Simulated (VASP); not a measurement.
# HgTe in VASP: a series of runs

HgTe is run at these levels: PBEsol; tasks: single point.

Everything below comes from runs of VASP 6.6.1. Logs are shortened: lines on timing, memory, paths and dates and some standing lists are left out, and cuts for length are marked.

### 1 The cell of the first run

Symmetry: R-3m, No. 166, trigonal system. Conventional cell: a = 4.152 Å, b = 4.152 Å, c = 10.019 Å, α = 90.00°, β = 90.00°, γ = 120.00°. Within 3.8 Å of Hg (site symmetry -3m) lie 6 Te at 2.92 Å. Within 3.8 Å of Te (site symmetry -3m) lie 6 Hg at 2.92 Å.

### 2 Single point, PBEsol (equal xy, yz and zx shear strains of -1 %)

Input file INCAR:

```
PREC = Accurate
ENCUT = 520
EDIFF = 1E-6
ISMEAR = -1
SIGMA = 0.08
LREAL = F
LASPH = T
NELM = 100
ALGO = Normal
ISIF = 2
LWAVE = F
LCHARG = T
GGA = PS
LELF = T
LVHAR = T
NBANDS = 16
```

Input file KPOINTS:

```
Automatic mesh
0
Gamma
  12 12 12
```

Input file POSCAR:

```
HgTe
1.0
   -0.0292150000      2.9068925000      2.9068925000
    2.9068925000     -0.0292150000      2.9068925000
    2.9068925000      2.9068925000     -0.0292150000
Hg Te
1 1
Direct
    0.0000000000      0.0000000000      0.0000000000
    0.5000000000      0.5000000000      0.5000000000
```

Potentials or basis: VASP PAW PBE potentials, release 64 (Hg, Te).

Command:

```bash
cat potpaw_PBE.64/Hg/POTCAR potpaw_PBE.64/Te/POTCAR > POTCAR
mpirun -np 1 vasp_std > vasp.out
```

OUTCAR:

```text
PREC = Accurate
   ENCUT = 520
   EDIFF = 1E-6
   ISMEAR = -1
   LREAL = F
   LASPH = T
   NELM = 100
   ISIF = 2
   GGA = PS

 ion  position               nearest neighbor table
   1  0.000  0.000  0.000-   2 2.92   2 2.92   2 2.92   2 2.92   2 2.92   2 2.92
   2  0.500  0.500  0.500-   1 2.92   1 2.92   1 2.92   1 2.92   1 2.92   1 2.92

  LATTYP: Found a trigonal (rhomboedric) cell.
 ALAT       =     4.1110706062
 COS(alpha) =     0.4899250057

  Lattice vectors:

 A1 = (  -0.0292150000,   2.9068925000,   2.9068925000)
 A2 = (   2.9068925000,  -0.0292150000,   2.9068925000)
 A3 = (   2.9068925000,   2.9068925000,  -0.0292150000)

Analysis of symmetry for initial positions (statically):
=====================================================================
 Subroutine PRICEL returns:
 Original cell was already a primitive cell.

 Routine SETGRP: Setting up the symmetry group for a
 trigonal (rhombohedral) supercell.

 Subroutine GETGRP returns: Found 12 space group operations
 (whereof 12 operations were pure point group operations)
 out of a pool of 12 trial point group operations.

The static configuration has the point symmetry D_3d.

Analysis of symmetry for dynamics (positions and initial velocities):
=====================================================================
 Subroutine PRICEL returns:
 Original cell was already a primitive cell.

 Routine SETGRP: Setting up the symmetry group for a
 trigonal (rhombohedral) supercell.

 Subroutine GETGRP returns: Found 12 space group operations
 (whereof 12 operations were pure point group operations)
 out of a pool of 12 trial point group operations.

The dynamic configuration has the point symmetry D_3d.

 Subroutine INISYM returns: Found 12 space group operations
 (whereof 12 operations are pure point group operations),
 and found     1 'primitive' translations

----------------------------------------------------------------------------------------

                                     Primitive cell

  volume of cell :      49.8672

  direct lattice vectors                    reciprocal lattice vectors
    -0.029215000  2.906892500  2.906892500    -0.169433424  0.171153560  0.171153560
     2.906892500 -0.029215000  2.906892500     0.171153560 -0.169433424  0.171153560
     2.906892500  2.906892500 -0.029215000     0.171153560  0.171153560 -0.169433424

  length of vectors
     4.111070606  4.111070606  4.111070606     0.295456880  0.295456880  0.295456880

  position of ions in fractional coordinates (direct lattice)
     0.000000000  0.000000000  0.000000000
     0.500000000  0.500000000  0.500000000

  ion indices of the primitive-cell ions
   primitive index   ion index
                 1           1
                 2           2

----------------------------------------------------------------------------------------

 KPOINTS: Automatic mesh

Automatic generation of k-mesh.
 Grid dimensions read from file:
 generate k-points for:   12   12   12

 Generating k-lattice:

  Cartesian coordinates                     Fractional coordinates (reciprocal lattice)
    -0.014119452  0.014262797  0.014262797     0.083333333  0.000000000 -0.000000000
     0.014262797 -0.014119452  0.014262797     0.000000000  0.083333333 -0.000000000
     0.014262797  0.014262797 -0.014119452     0.000000000  0.000000000  0.083333333

  Length of vectors
     0.024621407  0.024621407  0.024621407

  Shift w.r.t. Gamma in fractional coordinates (k-lattice)
     0.000000000  0.000000000  0.000000000

 Subroutine IBZKPT returns following result:
 ===========================================

 Found    189 irreducible k-points:

 Following reciprocal coordinates:
            Coordinates               Weight
  0.000000  0.000000  0.000000      1.000000
  0.083333  0.000000  0.000000      6.000000
  0.166667  0.000000 -0.000000      6.000000
  0.250000 -0.000000 -0.000000      6.000000
  0.333333 -0.000000 -0.000000      6.000000
  0.416667  0.000000  0.000000      6.000000
[... 16 lines left out ...]
  0.500000  0.166667 -0.000000     12.000000
[... 42 lines left out ...]
  free energy    TOTEN  =        -4.13070093 eV

  energy without entropy =       -4.10676835  energy(sigma->0) =       -4.11873464

 E-fermi :   5.7604     XC(G=0): -10.6665

 val. band max:        5.7228917943   @ k =   0.4167   0.2500   0.0000
 cond. band min:       5.7620996812   @ k =   0.3333   0.3333   0.3333
 fundamental gap:      0.0392078869
 Fermi energy:         5.7604484861

 k-point     1 :       0.0000    0.0000    0.0000
  band No.  band energies     occupation
      1      -7.2799      2.00000
      2      -1.4432      2.00000
      3      -1.4432      2.00000
      4      -1.3839      2.00000
      5      -1.3839      2.00000
      6      -1.3651      2.00000
[... 8 lines left out ...]
     15      13.8008      0.00000
     16      13.8009      0.00000

 k-point     2 :       0.0833    0.0000    0.0000
  band No.  band energies     occupation
      1      -7.2043      2.00000
      2      -1.4778      2.00000
      3      -1.4735      2.00000
      4      -1.3959      2.00000
      5      -1.3708      2.00000
      6      -1.3552      2.00000
[... 8 lines left out ...]
     15      13.8303      0.00000
     16      13.9512      0.00000

 k-point     3 :       0.1667    0.0000   -0.0000
  band No.  band energies     occupation
      1      -6.9832      2.00000
      2      -1.5740      2.00000
      3      -1.5628      2.00000
      4      -1.4412      2.00000
      5      -1.3294      2.00000
      6      -1.3154      2.00000
[... 8 lines left out ...]
     15      14.1411      0.00000
     16      14.3059      0.00000

 k-point     4 :       0.2500   -0.0000   -0.0000
  band No.  band energies     occupation
      1      -6.6366      2.00000
      2      -1.6999      2.00000
      3      -1.6824      2.00000
      4      -1.5459      2.00000
      5      -1.2704      2.00000
      6      -1.2556      2.00000
[... 8 lines left out ...]
     15      14.6906      0.00000
     16      14.8861      0.00000
[... 324 lines left out ...]
 k-point    22 :       0.4167    0.1667    0.0000
  band No.  band energies     occupation
      1      -5.9996      2.00000
      2      -1.9352      2.00000
      3      -1.6793      2.00000
      4      -1.6046      2.00000
      5      -1.1879      2.00000
      6      -1.1317      2.00000
[... 8 lines left out ...]
     15      16.9993      0.00000
     16      17.4109      0.00000

 k-point    23 :       0.5000    0.1667   -0.0000
  band No.  band energies     occupation
      1      -5.7292      2.00000
      2      -1.9613      2.00000
      3      -1.7828      2.00000
      4      -1.6924      2.00000
      5      -1.1362      2.00000
      6      -1.1134      2.00000
[... 8 lines left out ...]
     15      17.1831      0.00000
     16      17.7131      0.00000

 k-point    24 :      -0.4167    0.1667   -0.0000
  band No.  band energies     occupation
      1      -5.6710      2.00000
      2      -2.0427      2.00000
      3      -1.8471      2.00000
      4      -1.6474      2.00000
      5      -1.1334      2.00000
      6      -1.1049      2.00000
[... 8 lines left out ...]
     15      16.1692      0.00000
     16      16.8434      0.00000

 [... further k-points ...]
[... 5 lines left out ...]
  --------------------------------------------------------------------------------------
  -------------------------------------------------------------------------------------
  Total        1.9849164      1.9849164      1.9849164      0.0439126      0.0439126      0.0439126
  in kB       63.7731421     63.7731421     63.7731421      1.4108624      1.4108624      1.4108624
  external PRESSURE =      63.7731421 kB  Pullay stress =       0.0000000 kB

 VOLUME and BASIS-vectors are now :
 -----------------------------------------------------------------------------
  energy-cutoff  :      520.00
  volume of cell :       49.87
      direct lattice vectors                 reciprocal lattice vectors
    -0.029215000  2.906892500  2.906892500    -0.169433424  0.171153560  0.171153560
     2.906892500 -0.029215000  2.906892500     0.171153560 -0.169433424  0.171153560
     2.906892500  2.906892500 -0.029215000     0.171153560  0.171153560 -0.169433424

 POSITION                                       TOTAL-FORCE (eV/Angst)
 -----------------------------------------------------------------------------------
      0.00000      0.00000      0.00000         0.000000      0.000000     -0.000000
      2.89229      2.89229      2.89229        -0.000000     -0.000000      0.000000
 -----------------------------------------------------------------------------------
    total drift:                                0.000000     -0.000000     -0.000000

  FREE ENERGIE OF THE ION-ELECTRON SYSTEM (eV)
  ---------------------------------------------------
  free  energy   TOTEN  =        -4.1307009290 eV

  energy  without entropy=       -4.1067683458  energy(sigma->0) =       -4.11873464
```

Wall time 57 s (1 thread of Intel Xeon 6975P-C (Granite Rapids), shared host); peak memory 0.29 GiB.

Results:

```
Free energy            : -4.1307 eV
Pressure               : 6.4 GPa
Band gap on the k mesh : zero (band 9 reaches 6.24 eV, above the bottom of band 10 at 3.01 eV)
```

Caveat: the cell differs from its parent crystal (equal xy, yz and zx shear strains of -1 %); the PAW data sets were made with another functional, which shifts forces and pressure a little; spin-orbit coupling is left out, which moves the levels of the heavy elements.

### 3 Single point, PBEsol (equal xy, yz and zx shear strains of +1 %)

Input file INCAR:

```
SYSTEM = HgTe
PREC = Accurate ; ENCUT = 520
EDIFF = 1E-6 ; ISMEAR = -1
SIGMA = 0.08 ; LREAL = .False.
LASPH = .True. ; NELM = 80
ALGO = Normal ; ISIF = 2
LWAVE = .False. ; LCHARG = .True.
GGA = PS ; LELF = .True.
LVHAR = .True. ; NBANDS = 16
```

Input file KPOINTS:

```
regular mesh
0
Gamma
  12 12 12
  0 0 0
```

Input file POSCAR:

```
HgTe
1.0
    0.0292150000      2.9361075000      2.9361075000
    2.9361075000      0.0292150000      2.9361075000
    2.9361075000      2.9361075000      0.0292150000
Hg Te
1 1
Direct
    0.0000000000      0.0000000000      0.0000000000
    0.5000000000      0.5000000000      0.5000000000
```

Potentials or basis: VASP PAW PBE potentials, release 64 (Hg, Te).

Command:

```bash
cat potpaw_PBE.64/Hg/POTCAR potpaw_PBE.64/Te/POTCAR > POTCAR
mpirun -np 1 vasp_std > vasp.out
```

Wall time 56 s (1 thread of Intel Xeon 6975P-C (Granite Rapids), shared host); peak memory 0.29 GiB.

The run converged. Its results:

| Property | Result |
| --- | --- |
| Free energy | -4.1307 eV |
| Pressure | 6.4 GPa |
| Band gap on the k mesh | zero (band 9 reaches 6.26 eV, above the bottom of band 10 at 3.01 eV) |

Stress tensor (GPa, compression positive):
```
 6.38 -0.14 -0.14
-0.14  6.38 -0.14
-0.14 -0.14  6.38
```

Levels at points of the mesh, in eV from the Fermi level:
```tsv
k point	band 6	band 7	band 8	band 9	band 10	band 11	band 12	band 13
(0.00, 0.00, 0.00)	-7.13	-0.98	-0.83	-0.83	-0.40	7.58	7.77	7.78
(0.50, 0.00, 0.00)	-6.89	-6.02	0.44	0.45	2.37	3.65	3.76	4.31
(0.50, 0.50, 0.00)	-5.95	-5.20	-2.95	-2.87	-2.75	4.60	9.84	9.88
(0.50, 0.50, 0.50)	-6.90	-6.09	0.50	0.50	2.50	3.83	3.83	4.46
```

Caveat: the cell differs from its parent crystal (equal xy, yz and zx shear strains of +1 %); the PAW data sets were made with another functional, which shifts forces and pressure a little; spin-orbit coupling is left out, which moves the levels of the heavy elements.

### 4 Single point, PBEsol (equal xy, yz and zx shear strains of +2 %)

Input file INCAR:

```
SYSTEM = HgTe
PREC     = Accurate       ! precision mode
ENCUT    = 520            ! plane-wave cutoff, eV
EDIFF    = 1E-6           ! SCF threshold, eV
ISMEAR   = -1             ! smearing method
SIGMA    = 0.08           ! smearing width, eV
LREAL    = .False.        ! projectors in reciprocal space
LASPH    = .True.         ! aspherical terms in the spheres
NELM     = 60             ! most SCF steps
ALGO     = Normal         ! electronic algorithm
ISIF     = 2              ! what is computed and relaxed
LWAVE    = .False.        ! write WAVECAR
LCHARG   = .False.        ! write CHGCAR
GGA      = PS             ! functional
NBANDS   = 16             ! bands
```

Input file KPOINTS:

```
Automatic mesh
0
Gamma
  12 12 12
  0 0 0
```

Input file POSCAR:

```
HgTe
1.0
    0.0584300000      2.9507150000      2.9507150000
    2.9507150000      0.0584300000      2.9507150000
    2.9507150000      2.9507150000      0.0584300000
Hg Te
1 1
Direct
    0.0000000000      0.0000000000      0.0000000000
    0.5000000000      0.5000000000      0.5000000000
```

Command:

```bash
cat potpaw_PBE.64/Hg/POTCAR potpaw_PBE.64/Te/POTCAR > POTCAR
mpirun -np 1 vasp_std > vasp.out
```

Run time: 50 s. Hardware: 1 thread of Intel Xeon 6975P-C (Granite Rapids), shared host; peak memory 0.29 GiB.

The run converged. Its results:

- Free energy: -4.1283 eV
- Pressure: 6.4 GPa
- Band gap on the k mesh: zero (band 9 reaches 6.30 eV, above the bottom of band 10 at 3.08 eV)

Stress tensor (GPa, compression positive):
```
 6.39 -0.29 -0.29
-0.29  6.39 -0.29
-0.29 -0.29  6.39
```

Levels at points of the mesh, in eV from the Fermi level:
```tsv
k point	band 5	band 6	band 7	band 8	band 9	band 10	band 11	band 12	band 13	band 14
(0.00, 0.00, 0.00)	-7.13	-7.13	-1.08	-0.78	-0.78	-0.41	7.46	7.75	7.84	7.84
(0.50, 0.00, 0.00)	-6.91	-6.87	-6.00	0.41	0.44	2.32	3.58	3.79	4.27	10.80
(0.50, 0.50, 0.00)	-6.79	-5.95	-5.20	-2.95	-2.93	-2.69	4.60	9.75	9.87	10.60
(0.50, 0.50, 0.50)	-6.91	-6.91	-6.15	0.54	0.54	2.60	3.93	3.93	4.57	10.62
```

Caveat: the cell differs from its parent crystal (equal xy, yz and zx shear strains of +2 %); the PAW data sets were made with another functional, which shifts forces and pressure a little; spin-orbit coupling is left out, which moves the levels of the heavy elements.

### 5 Single point, PBEsol (volume scaled by 0.94)

Input file INCAR:

```
ALGO     = Normal         # electronic algorithm
EDIFF    = 1E-7           # SCF threshold, eV
ENCUT    = 520            # plane-wave cutoff, eV
GGA      = PS             # functional
ISIF     = 2              # what is computed and relaxed
ISMEAR   = -1             # smearing method
LASPH    = T              # aspherical terms in the spheres
LCHARG   = F              # write CHGCAR
LREAL    = F              # projectors in reciprocal space
LWAVE    = F              # write WAVECAR
NBANDS   = 16             # bands
NELM     = 100            # most SCF steps
PREC     = Accurate       # precision mode
SIGMA    = 0.08           # smearing width, eV
```

Input file KPOINTS:

```
k-points
0
Gamma
  12 12 12
```

Input file POSCAR:

```
HgTe
1.0
    0.0000000000      2.8618608166      2.8618608166
    2.8618608166      0.0000000000      2.8618608166
    2.8618608166      2.8618608166      0.0000000000
Hg Te
1 1
Direct
    0.0000000000      0.0000000000      0.0000000000
    0.5000000000      0.5000000000      0.5000000000
```

Command:

```bash
cat potpaw_PBE.64/Hg/POTCAR potpaw_PBE.64/Te/POTCAR > POTCAR
mpirun -np 1 vasp_std > vasp.out
```

It took 21 s on 1 thread of Intel Xeon 6975P-C (Granite Rapids), shared host; peak memory 0.2 GiB.

The run converged. Its results:

```yaml
Free_energy: -3.9541 eV
Pressure: 12.9 GPa
Band_gap_on_the_k_mesh: zero (band 9 reaches 7.13 eV, above the bottom of band 10 at 3.56 eV)
```

Levels at points of the mesh, in eV from the Fermi level:
```
           k point  band 6  band 7  band 8  band 9  band 10  band 11  band 12  band 13
(0.00, 0.00, 0.00)   -7.45   -0.99   -0.99   -0.99    -0.04     7.55     7.76     7.76
(0.50, 0.00, 0.00)   -7.17   -6.32    0.55    0.55     2.32     3.63     3.63     4.68
(0.50, 0.50, 0.00)   -6.06   -5.69   -3.11   -3.11    -3.02     4.51    10.25    10.25
```

Caveat: the PAW data sets were made with another functional, which shifts forces and pressure a little; spin-orbit coupling is left out, which moves the levels of the heavy elements.

### 6 Single point, PBEsol (volume scaled by 0.96)

Input file INCAR:

```
PREC     = Accurate       # precision mode
ENCUT    = 520            # plane-wave cutoff, eV
EDIFF    = 1E-7           # SCF threshold, eV
ISMEAR   = -1             # smearing method
SIGMA    = 0.08           # smearing width, eV
LREAL    = False          # projectors in reciprocal space
LASPH    = True           # aspherical terms in the spheres
NELM     = 100            # most SCF steps
ALGO     = Normal         # electronic algorithm
ISIF     = 2              # what is computed and relaxed
LWAVE    = False          # write WAVECAR
LCHARG   = False          # write CHGCAR
GGA      = PS             # functional
NBANDS   = 16             # bands
```

Input file KPOINTS:

```
Automatic mesh
0
Gamma
  12 12 12
```

Input file POSCAR:

```
HgTe
1.0
    0.0000000000      2.8820154301      2.8820154301
    2.8820154301      0.0000000000      2.8820154301
    2.8820154301      2.8820154301      0.0000000000
Hg Te
1 1
Direct
    0.0000000000      0.0000000000      0.0000000000
    0.5000000000      0.5000000000      0.5000000000
```

Potentials or basis: VASP PAW PBE potentials, release 64 (Hg, Te).

Command:

```bash
cat potpaw_PBE.64/Hg/POTCAR potpaw_PBE.64/Te/POTCAR > POTCAR
mpirun -np 1 vasp_std > vasp.out
```

Run time: 20 s. Hardware: 1 thread of Intel Xeon 6975P-C (Granite Rapids), shared host; peak memory 0.2 GiB.

It converged, with:

* Free energy: -4.0270 eV
* Pressure: 10.5 GPa
* Band gap on the k mesh: zero (band 9 reaches 6.81 eV, above the bottom of band 10 at 3.30 eV)

Levels at points of the mesh, in eV from the Fermi level:
```
           k point  band 6  band 7  band 8  band 9  band 10  band 11  band 12  band 13
(0.00, 0.00, 0.00)   -7.34   -0.95   -0.95   -0.95    -0.16     7.63     7.74     7.74
(0.50, 0.00, 0.00)   -7.07   -6.22    0.52    0.52     2.35     3.66     3.66     4.56
(0.50, 0.50, 0.00)   -6.02   -5.52   -3.00   -3.00    -3.00     4.54    10.12    10.12
```

Caveat: the PAW data sets were made with another functional, which shifts forces and pressure a little; spin-orbit coupling is left out, which moves the levels of the heavy elements.

### 7 Overview

```tsv
cell	gap on the mesh (eV)	pressure (GPa)
a = 4.111 Å, angles 60.7°, 2 atoms	none	6.4
a = 4.152 Å, angles 59.3°, 2 atoms	none	6.4
a = 4.173 Å, angles 58.7°, 2 atoms	none	6.4
a = 4.047 Å, angles 60.0°, 2 atoms	none	12.9
a = 4.076 Å, angles 60.0°, 2 atoms	none	10.5
```

Alike in all rows: task single point; level PBEsol; potentials or basis VASP PAW PBE potentials, release 64 (Hg, Te); no spin polarisation; k mesh 12 × 12 × 12; cutoff (eV) 520; smearing fermi-dirac 0.08 eV.

Caveats: the PAW data sets were made with another functional, which shifts forces and pressure a little; spin-orbit coupling is left out, which moves the levels of the heavy elements.

Total energies depend on the potentials used, so only differences within one code and one set of settings carry meaning.
